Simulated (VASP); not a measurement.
Here is a VASP 6.6.1 calculation.

File INCAR:

```
PREC     = Accurate       # precision mode
ENCUT    = 520            # plane-wave cutoff, eV
EDIFF    = 1E-6           # SCF threshold, eV
ISMEAR   = 0              # smearing method
SIGMA    = 0.1            # smearing width, eV
LREAL    = F              # projectors in reciprocal space
LASPH    = T              # aspherical terms in the spheres
NELM     = 150            # most SCF steps
ALGO     = Normal         # electronic algorithm
ISIF     = 2              # what is computed and relaxed
LWAVE    = F              # write WAVECAR
LCHARG   = F              # write CHGCAR
ISPIN    = 2              # spin polarisation
MAGMOM   = 0 4 0 0 0      # initial moments
LORBIT   = 11             # projections on sites
LMAXMIX  = 4              # l up to which the mixer works
GGA      = PE             # functional
NBANDS   = 30             # bands
```

File KPOINTS:

```
Automatic mesh
0
Gamma
  4 4 4
```

The input POSCAR:

```
LiMnCl3
1.0
    4.6038032000      0.0000000000      0.0000000000
    0.0000000000      4.6038032000      0.0000000000
    0.0000000000      0.0000000000      4.6038032000
Li Mn Cl
1 1 3
Direct
    0.5000000000      0.5000000000      0.5000000000
    0.0000000000      0.0000000000      0.0000000000
    0.5000000000      0.0000000000      0.0000000000
    0.0000000000      0.5000000000      0.0000000000
    0.0000000000      0.0000000000      0.5000000000
```

Potentials or basis: VASP PAW PBE potentials, release 64 (Li_sv, Mn_pv, Cl).

Command:

```sh
$ cat potpaw_PBE.64/Li_sv/POTCAR potpaw_PBE.64/Mn_pv/POTCAR potpaw_PBE.64/Cl/POTCAR > POTCAR
$ mpirun -np 1 vasp_std > vasp.out
```

Question: Predict the net moment.

Answer: 4.65 μB per cell.

Question: What does it give for the site moments?

Answer: Li +0.00; Mn +4.09; Cl +0.07 μB.

Caveat: a cell with one magnetic atom can't hold antiferromagnetic order, which such compounds often take.
